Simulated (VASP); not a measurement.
Here is a VASP 6.6.1 calculation.

File INCAR:

```
SYSTEM = Si
  ALGO = Normal
  EDIFF = 1E-6
  ENCUT = 520
  GGA = PS
  ISIF = 2
  ISMEAR = 0
  LASPH = .True.
  LCHARG = .False.
  LREAL = .False.
  LWAVE = .False.
  NBANDS = 26
  NELM = 80
  PREC = Accurate
  SIGMA = 0.15
```

Contents of KPOINTS:

```
k-points
0
Gamma
  10 10 10
  0 0 0
```

File POSCAR:

```
Si
1.0
   -3.1509351697      3.1509351697      3.3872553075
    3.1509351697     -3.1509351697      3.3872553075
    3.1509351697      3.1509351697     -3.3872553075
Si
8
Direct
    0.2047947401      0.2047947401      0.2047947401
    0.5000000000      0.0000000000      0.2952052599
    0.2952052599      0.5000000000      0.0000000000
    0.0000000000      0.2952052599      0.5000000000
    0.7952052599      0.7952052599      0.7952052599
    0.5000000000      0.0000000000      0.7047947401
    0.7047947401      0.5000000000      0.0000000000
    0.0000000000      0.7047947401      0.5000000000
```

Potentials or basis: VASP PAW PBE potentials, release 64 (Si).

Run with:

```bash
$ cat potpaw_PBE.64/Si/POTCAR > POTCAR
$ mpirun -np 1 vasp_std > vasp.out
```

Question: Predict the largest force.

Answer: 0.730 eV/Å.

Question: Predict the band gap on the k mesh.

Answer: Zero (bands 16 and 17 overlap by 0.45 eV).

Question: Estimate the pressure.

Answer: 8.2 GPa.

Forces in eV/Å, atoms in the order of the input:
```
Si   0.426 -0.342  0.484
Si  -0.426  0.342  0.484
Si   0.426  0.342 -0.484
Si  -0.426 -0.342 -0.484
Si  -0.426  0.342 -0.484
Si   0.426 -0.342 -0.484
Si  -0.426 -0.342  0.484
Si   0.426  0.342  0.484
```

Caveat: the stress differs along the axes, from 0 to 12 GPa; semilocal functionals underestimate gaps, and a narrow one can read as zero; the PAW data sets were made with another functional, which shifts forces and pressure a little.
